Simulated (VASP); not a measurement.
The system is Zr4F.

```
CELL_PARAMETERS angstrom
-2.92049 2.92049 2.92049
2.92049 -2.92049 2.92049
2.92049 2.92049 -2.92049
ATOMIC_POSITIONS crystal
Zr 0.34960 0.34960 0.34960
Zr 0.65040 0.00000 0.00000
Zr 0.00000 0.00000 0.65040
Zr 0.00000 0.65040 0.00000
F 0.00000 0.00000 0.00000
```

- Program: VASP 6.6.1
- Task: relaxation of cell and atoms
- Functional: PBE
- Potentials or basis: VASP PAW PBE potentials, release 64 (Zr_sv, F)
- Cutoff: 600 eV
- k mesh: 4 × 4 × 4
- Occupations: gaussian, width 0.1 eV
- Spin: no spin polarisation

At the start: pressure 50.1 GPa; volume 19.93 Å³/atom.

**Question.** How do energy, volume and symmetry change on relaxing?

**Answer.** Over 17 steps the energy falls by 1343.5 meV/atom and the volume is 21.80 Å³/atom (+9.4 %); space group I-43m (No. 217, to 0.05 Å).

Step by step:
| step | energy change (eV) | largest force (eV/Å) | pressure (GPa) | volume (Å³) |
| --- | --- | --- | --- | --- |
| 1 | 0.0000 | 11.7537 | 50.12 | 99.64 |
| 2 | 2.1031 | 0.2599 | -15.61 | 219.27 |
| 3 | -5.9101 | 0.3558 | -9.21 | 136.53 |
| 4 | -6.1981 | 0.1546 | -7.16 | 131.45 |
| 5 | -6.4259 | 0.6479 | -0.05 | 120.34 |
| 6 | -6.4390 | 0.4322 | -1.82 | 122.55 |
| 7 | -6.4391 | 0.4769 | -1.45 | 122.06 |
| 8 | -6.4941 | 0.5295 | -0.09 | 118.77 |
| 9 | -6.5300 | 0.6477 | 2.64 | 113.06 |
| 10 | -6.5563 | 0.5845 | 2.38 | 112.72 |
| 11 | -6.6196 | 0.4202 | 1.73 | 111.72 |
| 12 | -6.6958 | 0.1884 | 1.02 | 109.72 |
| 13 | -6.6855 | 0.0923 | 1.25 | 105.80 |
| 14 | -6.7142 | 0.0105 | 0.77 | 107.70 |
| 15 | -6.7145 | 0.0365 | 0.79 | 107.97 |
| 16 | -6.7145 | 0.0267 | 0.78 | 107.87 |
| 17 | -6.7173 | 0.0114 | 0.13 | 109.02 |

Final structure:
```
Zr F
1.0
    -3.00943    3.00943    3.00943
     3.00943   -3.00943    3.00943
     3.00943    3.00943   -3.00943
Zr F
4 1
Direct
  0.44043 0.44043 0.44043
  0.55957 0.00000 0.00000
  0.00000 0.00000 0.55957
  0.00000 0.55957 0.00000
  0.00000 0.00000 0.00000
```

Caveat: the k points lie up to 0.37 Å⁻¹ apart in the final cell; an odd number of electrons without spin polarisation forces a metal; a magnetic or distorted state may lie lower.
